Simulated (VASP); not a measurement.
Ir, 6 atoms in the cell. The cell holds a slab with vacuum, 6 atoms: a = 2.737 Å, b = 2.737 Å, c = 26.174 Å, α = 90.00°, β = 90.00°, γ = 120.00°. 

```yaml
Program: VASP 6.6.1
Task: single point
Functional: PBE
Potentials_or_basis: VASP PAW PBE potentials, release 64 (Ir)
Cutoff: 400 eV
k_mesh: 15 × 15 × 1
Occupations: gaussian, width 0.1 eV
Spin: no spin polarisation
Dipole_correction: yes
Further_INCAR_settings: ALGO = Normal; EDIFF = 1e-06; NBANDS = 36; NELMDL = -8
```

Potentials or basis: VASP PAW PBE potentials, release 64 (Ir).

Run with:

```bash
$ cat potpaw_PBE.64/Ir/POTCAR > POTCAR
$ mpirun -np 1 vasp_std > vasp.out
```

Hardware: 1 thread of Intel(R) Xeon(R) Platinum 8488C (Sapphire Rapids), on a shared host.

Q: How long does it take, and how much memory?

A: Wall time 3.1 min on 1 thread of Intel(R) Xeon(R) Platinum 8488C (Sapphire Rapids), with other jobs on the host, peak memory 0.27 GiB. Counts: scf iterations 35, k points 27.
